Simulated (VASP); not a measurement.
# C (Pm-3m) in VASP: a series of runs

Runs on C. Level: PBE. Tasks: single point, relaxation of cell and atoms.

All numbers are computed with VASP 6.6.1; they aren't measurements. Logs are shortened: lines on timing, memory, paths and dates and some standing lists are left out, and cuts for length are marked.

## (1) The cell of the first run

Symmetry: Pm-3m, No. 221, cubic system. Conventional cell: a = 1.781 Å, b = 1.781 Å, c = 1.781 Å, α = 90.00°, β = 90.00°, γ = 90.00°. C (site symmetry m-3m) has 6 C at 1.78 Å within 2.4 Å.

## (2) Single point, PBE

File INCAR:

```
ALGO = Normal
EDIFF = 1E-7
ENCUT = 520
GGA = PE
ISIF = 2
ISMEAR = -1
LASPH = True
LCHARG = False
LREAL = False
LWAVE = False
NBANDS = 8
NELM = 80
PREC = Accurate
SIGMA = 0.05
```

File KPOINTS:

```
k-points
0
Gamma
  12 12 12
```

File POSCAR:

```
C
1.0
    1.7810511614      0.0000000000      0.0000000000
    0.0000000000      1.7810511614      0.0000000000
    0.0000000000      0.0000000000      1.7810511614
C
1
Direct
    0.0000000000      0.0000000000      0.0000000000
```

Potentials or basis: VASP PAW PBE potentials, release 64 (C).

On the command line:

```sh
$ cat potpaw_PBE.64/C/POTCAR > POTCAR
$ mpirun -np 1 vasp_std > vasp.out
```

OUTCAR:

```text
EDIFF = 1E-7
   ENCUT = 520
   GGA = PE
   ISIF = 2
   ISMEAR = -1
   LASPH = True
   LREAL = False
   NELM = 80
   PREC = Accurate

 ion  position               nearest neighbor table
   1  0.000  0.000  0.000-

  LATTYP: Found a simple cubic cell.
 ALAT       =     1.7810511614

  Lattice vectors:

 A1 = (   1.7810511614,   0.0000000000,   0.0000000000)
 A2 = (   0.0000000000,   1.7810511614,   0.0000000000)
 A3 = (   0.0000000000,   0.0000000000,   1.7810511614)

Analysis of symmetry for initial positions (statically):
=====================================================================
 Subroutine PRICEL returns:
 Original cell was already a primitive cell.

 Routine SETGRP: Setting up the symmetry group for a
 simple cubic supercell.

 Subroutine GETGRP returns: Found 48 space group operations
[... 9 lines left out ...]

 Routine SETGRP: Setting up the symmetry group for a
 simple cubic supercell.

 Subroutine GETGRP returns: Found 48 space group operations
[... 11 lines left out ...]
                                     Primitive cell

  volume of cell :       5.6497

  direct lattice vectors                    reciprocal lattice vectors
     1.781051161  0.000000000  0.000000000     0.561466185  0.000000000  0.000000000
     0.000000000  1.781051161  0.000000000     0.000000000  0.561466185  0.000000000
     0.000000000  0.000000000  1.781051161     0.000000000  0.000000000  0.561466185

  length of vectors
     1.781051161  1.781051161  1.781051161     0.561466185  0.561466185  0.561466185

  position of ions in fractional coordinates (direct lattice)
     0.000000000  0.000000000  0.000000000

  ion indices of the primitive-cell ions
   primitive index   ion index
                 1           1

----------------------------------------------------------------------------------------

 KPOINTS: k-points

Automatic generation of k-mesh.
 Grid dimensions read from file:
 generate k-points for:   12   12   12

 Generating k-lattice:

  Cartesian coordinates                     Fractional coordinates (reciprocal lattice)
     0.046788849  0.000000000  0.000000000     0.083333333  0.000000000  0.000000000
     0.000000000  0.046788849  0.000000000     0.000000000  0.083333333  0.000000000
     0.000000000  0.000000000  0.046788849     0.000000000  0.000000000  0.083333333

  Length of vectors
     0.046788849  0.046788849  0.046788849

  Shift w.r.t. Gamma in fractional coordinates (k-lattice)
     0.000000000  0.000000000  0.000000000

 Subroutine IBZKPT returns following result:
 ===========================================

 Found     84 irreducible k-points:

 Following reciprocal coordinates:
            Coordinates               Weight
  0.000000  0.000000  0.000000      1.000000
  0.083333  0.000000  0.000000      6.000000
  0.166667  0.000000  0.000000      6.000000
  0.250000  0.000000  0.000000      6.000000
  0.333333  0.000000  0.000000      6.000000
  0.416667  0.000000  0.000000      6.000000
[... 16 lines left out ...]
  0.333333  0.333333  0.000000     12.000000
  0.416667  0.333333  0.000000     24.000000
 [... further k-points ...]
   k-points           NKPTS =     84   k-points in BZ     NKDIM =     84   number of bands    NBANDS=      8
   number of dos      NEDOS =    301   number of ions     NIONS =      1
   total plane-waves  NPLWV =   2744
   dimension x,y,z NGX =    14 NGY =   14 NGZ =   14
   dimension x,y,z NGXF=    28 NGYF=   28 NGZF=   28
   ions per type =               1
   NGX,Y,Z   is equivalent  to a cutoff of  13.07, 13.07, 13.07 a.u.
   NGXF,Y,Z  is equivalent  to a cutoff of  26.14, 26.14, 26.14 a.u.
 SYSTEM =  unknown system
   PREC   = accura    normal or accurate (medium, high low for compatibility)
   ISTART =      0    job   : 0-new  1-cont  2-samecut
   ICHARG =      2    charge: 1-file 2-atom 10-const
   ISPIN  =      1    spin polarized calculation?
   LNONCOLLINEAR =      F non collinear calculations
   LSORBIT =      F    spin-orbit coupling
   LASPH  =      T    aspherical Exc in radial PAW
   ENCUT  =  520.0 eV  38.22 Ry    6.18 a.u.   3.31  3.31  3.31*2*pi/ulx,y,z
   NELM   =     80;   NELMIN=  2; NELMDL= -5     # of ELM steps
   EDIFF  = 0.1E-06   stopping-criterion for ELM
   LREAL  =      F    real-space projection
   EDIFFG = 0.1E-05   stopping-criterion for IOM
   NSW    =      0    number of steps for IOM
   IBRION =     -1    ionic relax: 0-MD 1-quasi-New 2-CG
   NFREE  =      0    steps in history (QN), initial steepest desc. (CG)
   ISIF   =      2    stress and relaxation
   ISYM   =      2    0-nonsym 1-usesym 2-fastsym
   POTIM  = 0.5000    time-step for ionic-motion
   TEBEG  =    0.0;   TEEND  =   0.0 temperature during run
   PSTRESS=    0.0 pullay stress
   NELECT =       4.0000    total number of electrons
   NUPDOWN=      -1.0000    fix difference up-down
   EMIN   =  10.00;   EMAX   =-10.00  energy-range for DOS
   EFERMI =   0.00;   METHOD = LEGACY
   ISMEAR =    -1;   SIGMA  =   0.05  broadening in eV -4-tet -1-fermi 0-gaus
   EFERMI_NEDOS =   21; number of points for ismear=-14 and -15
   IALGO  =     38    algorithm
   IMIX   =      4    mixing-type and parameters
     AMIX     =   0.40;   BMIX     =  1.00
     AMIX_MAG =   1.60;   BMIX_MAG =  1.00
  volume/ion in A,a.u.               =       5.65        38.13
  Fermi-wavevector in a.u.,A,eV,Ry     =   1.459100  2.757299 28.966439  2.128973
  Thomas-Fermi vector in A             =   2.575707
   LORBIT       =      0    0 simple, 1 ext, 2 COOP (PROOUT), +10 PAW based schemes
   GGA     = PE    functional components
   LHFCALC =     F    Hartree Fock is set to
   AEXX    =    0.0000 exact exchange contribution
   IVDW    =     0    specifies the selected vdW correction
   LEPSILON=     F    determine dielectric tensor
   LRPA    =     F    only Hartree local field effects (RPA)
 non-spin polarized calculation
  energy-cutoff  :      520.00
  volume of cell :        5.65
 maximum number of plane-waves:       160
 NGX is ok and might be reduce to    14
   NGX =  7   NGY =  7   NGZ =  7

 number of electron       4.0000000 magnetization

 Free energy of the ion-electron system (eV)
  ---------------------------------------------------
  ext. energy  EPLUGINS =         0.00000000
  ---------------------------------------------------
  free energy    TOTEN  =        -6.43619668 eV

  energy without entropy =       -6.43135999  energy(sigma->0) =       -6.43377834

 E-fermi :  10.4206     XC(G=0): -13.7614

 val. band max:       10.3020176220   @ k =   0.2500   0.1667   0.0000
 cond. band min:      10.4477416620   @ k =   0.4167   0.4167   0.3333
 fundamental gap:      0.1457240400
 Fermi energy:        10.4205543539

 k-point     1 :       0.0000    0.0000    0.0000
  band No.  band energies     occupation
      1     -11.2657      2.00000
      2      19.8927      0.00000
      3      19.8927      0.00000
      4      19.8927      0.00000
      5      36.0364      0.00000
      6      36.0364      0.00000
      7      41.4374      0.00000
      8      66.2290      0.00000

 k-point     2 :       0.0833    0.0000    0.0000
  band No.  band energies     occupation
      1     -10.9957      2.00000
      2      18.0330      0.00000
      3      20.0697      0.00000
      4      20.0697      0.00000
      5      36.3393      0.00000
      6      38.0322      0.00000
      7      41.4525      0.00000
      8      64.5761      0.00000

 k-point     3 :       0.1667    0.0000    0.0000
  band No.  band energies     occupation
      1     -10.1862      2.00000
      2      14.1053      0.00000
      3      20.5810      0.00000
      4      20.5810      0.00000
      5      37.2390      0.00000
      6      40.6933      0.00000
      7      43.0193      0.00000
      8      60.7924      0.00000

 k-point     4 :       0.2500    0.0000    0.0000
  band No.  band energies     occupation
      1      -8.8407      2.00000
      2       9.7597      2.00000
      3      21.3398      0.00000
      4      21.3398      0.00000
      5      38.7011      0.00000
      6      40.6565      0.00000
      7      47.2771      0.00000
      8      56.6498      0.00000

 k-point     5 :       0.3333    0.0000    0.0000
  band No.  band energies     occupation
      1      -6.9659      2.00000
      2       5.5731      2.00000
      3      22.1848      0.00000
      4      22.1848      0.00000
      5      40.3929      0.00000
      6      40.6260      0.00000
      7      50.4448      0.00000
      8      53.1326      0.00000

 k-point     6 :       0.4167    0.0000    0.0000
  band No.  band energies     occupation
      1      -4.5743      2.00000
      2       1.7485      2.00000
      3      22.8761      0.00000
      4      22.8761      0.00000
      5      40.1709      0.00000
      6      42.6871      0.00000
      7      50.7736      0.00000
      8      50.7736      0.00000

 k-point     7 :       0.5000    0.0000    0.0000
  band No.  band energies     occupation
      1      -1.9504      2.00000
      2      -1.3588      2.00000
      3      23.1485      0.00000
      4      23.1485      0.00000
      5      40.0946      0.00000
      6      43.7827      0.00000
      7      49.9376      0.00000
      8      49.9376      0.00000
[... 133 lines left out ...]
 k-point    20 :       0.3333    0.2500    0.0000
  band No.  band energies     occupation
      1      -4.6315      2.00000
      2       7.1124      2.00000
      3      14.2764      0.00000
      4      23.4804      0.00000
      5      31.5780      0.00000
      6      45.9797      0.00000
      7      52.3064      0.00000
      8      54.1357      0.00000

 k-point    21 :       0.4167    0.2500    0.0000
  band No.  band energies     occupation
      1      -2.3200      2.00000
      2       3.7256      2.00000
      3      15.2852      0.00000
      4      24.1110      0.00000
      5      29.0039      0.00000
      6      47.6001      0.00000
      7      51.7367      0.00000
      8      53.3642      0.00000

 k-point    22 :       0.5000    0.2500    0.0000
  band No.  band energies     occupation
      1       0.0510      2.00000
      2       0.9575      2.00000
      3      15.8012      0.00000
      4      24.3558      0.00000
      5      27.9787      0.00000
      6      48.6873      0.00000
      7      50.7411      0.00000
      8      52.6423      0.00000

 k-point    23 :       0.3333    0.3333    0.0000
  band No.  band energies     occupation
      1      -2.8522      2.00000
      2       7.0383      2.00000
      3      12.0016      0.00000
      4      24.2184      0.00000
      5      27.6508      0.00000
      6      47.5635      0.00000
      7      52.6221      0.00000
      8      55.8680      0.00000

 k-point    24 :       0.4167    0.3333    0.0000
  band No.  band energies     occupation
      1      -0.6283      2.00000
      2       4.9039      2.00000
      3      12.0576      0.00000
      4      24.6713      0.00000
      5      24.8104      0.00000
      6      49.0820      0.00000
      7      52.2445      0.00000
      8      55.1761      0.00000

 [... further k-points ...]
[... 5 lines left out ...]
  --------------------------------------------------------------------------------------
  -------------------------------------------------------------------------------------
  Total        0.0136352      0.0136352      0.0136352      0.0000000      0.0000000      0.0000000
  in kB        3.8667310      3.8667310      3.8667310      0.0000000      0.0000000      0.0000000
  external PRESSURE =       3.8667310 kB  Pullay stress =       0.0000000 kB

 VOLUME and BASIS-vectors are now :
 -----------------------------------------------------------------------------
  energy-cutoff  :      520.00
  volume of cell :        5.65
      direct lattice vectors                 reciprocal lattice vectors
     1.781051161  0.000000000  0.000000000     0.561466185  0.000000000  0.000000000
     0.000000000  1.781051161  0.000000000     0.000000000  0.561466185  0.000000000
     0.000000000  0.000000000  1.781051161     0.000000000  0.000000000  0.561466185

 POSITION                                       TOTAL-FORCE (eV/Angst)
 -----------------------------------------------------------------------------------
      0.00000      0.00000      0.00000         0.000000      0.000000      0.000000
 -----------------------------------------------------------------------------------
    total drift:                               -0.000000     -0.000000     -0.000000

  FREE ENERGIE OF THE ION-ELECTRON SYSTEM (eV)
  ---------------------------------------------------
  free  energy   TOTEN  =        -6.4361966805 eV

  energy  without entropy=       -6.4313599907  energy(sigma->0) =       -6.43377834
```

Run time: 2.7 s. Hardware: 1 thread of Intel Xeon Platinum 8259CL at 2.50GHz (Skylake/Cascade Lake), shared host; peak memory 0.1 GiB.

Results:

```
Free energy            : -6.4362 eV
Pressure               : 0.4 GPa
Band gap on the k mesh : zero (band 2 reaches 19.89 eV, above the bottom of band 3 at 7.80 eV)
```

## (3) Single point, PBE

This run uses another cell than the first one, of 5.56 Å³/atom, 0.985 times its volume.

File INCAR:

```
SYSTEM = C
  PREC = Accurate
  ENCUT = 520
  EDIFF = 1E-6
  ISMEAR = -1
  SIGMA = 0.05
  LREAL = .FALSE.
  LASPH = .TRUE.
  NELM = 100
  ALGO = Normal
  ISIF = 2
  LWAVE = .FALSE.
  LCHARG = .TRUE.
  GGA = PE
  LELF = .TRUE.
  LVHAR = .TRUE.
  NBANDS = 8
```

File KPOINTS:

```
regular mesh
0
G
  14 14 14
  0 0 0
```

File POSCAR:

```
C
1.0
    1.7720942870      0.0000000000      0.0000000000
    0.0000000000      1.7720942870      0.0000000000
    0.0000000000      0.0000000000      1.7720942870
C
1
Direct
    0.0000000000      0.0000000000      0.0000000000
```

Potentials or basis: VASP PAW PBE potentials, release 64 (C).

On the command line:

```sh
$ cat potpaw_PBE.64/C/POTCAR > POTCAR
$ mpirun -np 1 vasp_std > vasp.out
```

Wall time 3.3 s (1 thread of Intel Xeon Platinum 8259CL at 2.50GHz (Skylake/Cascade Lake), shared host); peak memory 0.1 GiB.

The run converged. Its results:

```yaml
Free_energy: -6.5025 eV
Pressure: 0.4 GPa
Band_gap_on_the_k_mesh: zero (band 2 reaches 20.25 eV, above the bottom of band 3 at 8.12 eV)
```

Levels at points of the mesh, in eV from the Fermi level:
```csv
k point,band 1,band 2,band 3,band 4,band 5,band 6
"(0.00, 0.00, 0.00)",-22.46,9.05,9.05,9.05,25.22,25.22
"(0.50, 0.00, 0.00)",-13.00,-12.52,12.36,12.36,29.40,33.05
"(0.50, 0.50, 0.00)",-6.36,-6.36,-3.08,7.87,15.05,41.37
"(0.50, 0.50, 0.50)",-1.30,-1.30,-1.30,8.25,17.17,17.17
```

(Continued in part 2 of 2.)
